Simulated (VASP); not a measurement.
Se:

```
Se
1.0
     4.36620    0.00000    0.00000
    -2.18310    3.78124    0.00000
     0.00000    0.00000    4.95360
Se
3
Cartesian
  0.9841 0.0000 1.6512
  -0.4921 0.8523 3.3024
  1.6910 2.9289 0.0000
```

| Item | Value |
| --- | --- |
| Program | VASP 6.6.1 |
| Task | relaxation of volume and atoms at fixed shape |
| Functional | PBE |
| Potentials or basis | VASP PAW PBE potentials, release 64 (Se) |
| Cutoff | 500 eV |
| k mesh | 11 × 11 × 8 |
| Occupations | fermi-dirac, width 0.02 eV |
| Spin | no spin polarisation |

At the start: pressure 2.9 GPa; volume 27.26 Å³/atom.

Problem. Where does the relaxation end?

Solution. Over 8 steps the energy falls by 13.3 meV/atom and the volume is 29.22 Å³/atom (+7.2 %); space group P3_121 (No. 152, to 0.1 Å) before and after.

The path:
```
step  energy change (eV)  largest force (eV/Å)  pressure (GPa)  volume (Å³)
   1              0.0000                0.4334            2.91        81.78
   2             -0.0080                0.5153           -1.90        87.78
   3             -0.0339                0.1040            0.16        84.88
   4             -0.0339                0.0942            0.21        84.82
   5             -0.0354                0.0806            0.18        85.22
   6             -0.0387                0.0368            0.11        86.43
   7             -0.0388                0.0667            0.04        88.89
   8             -0.0398                0.0147            0.07        87.67
```

Final structure:
```
Se
1.0
     4.46855    0.00000    0.00000
    -2.23427    3.86987    0.00000
     0.00000    0.00000    5.06971
Se
3
Direct
  0.22136 0.00000 0.33333
  0.00000 0.22136 0.66667
  0.77864 0.77864 0.00000
```
